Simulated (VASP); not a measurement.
Tl3Cu:

```
Tl Cu
1.0
     4.60699    0.00000    0.00000
     0.00000    4.60699    0.00000
     0.00000    0.00000    4.60699
Tl Cu
3 1
Direct
  0.00000 0.50000 0.50000
  0.50000 0.00000 0.50000
  0.50000 0.50000 0.00000
  0.00000 0.00000 0.00000
```

- Program: VASP 6.6.1
- Task: relaxation of cell and atoms
- Functional: PBE
- Potentials or basis: VASP PAW PBE potentials, release 64 (Tl_d, Cu)
- Cutoff: 600 eV
- k mesh: 10 × 10 × 10
- Occupations: gaussian, width 0.1 eV
- Spin: no spin polarisation

At the start: pressure 2.8 GPa; volume 24.45 Å³/atom.

Q: Where does the relaxation end?

A: Over 3 steps the energy falls by 14.2 meV/atom and the volume is 26.24 Å³/atom (+7.4 %); space group Pm-3m (No. 221, to 0.1 Å) before and after.

Step by step:
```csv
step,energy change (eV),largest force (eV/Å),pressure (GPa),volume (Å³)
1,0.0000,0.0000,2.75,97.78
2,-0.0556,0.0000,0.34,103.84
3,-0.0567,0.0000,-0.02,104.98
```

Final structure:
```xyz
4
Lattice="4.7173 0.0000 0.0000 0.0000 4.7173 0.0000 0.0000 0.0000 4.7173" Properties=species:S:1:pos:R:3 pbc="T T T"
Tl    0.0000    2.3587    2.3587
Tl    2.3587    0.0000    2.3587
Tl    2.3587    2.3587    0.0000
Cu    0.0000    0.0000    0.0000
```
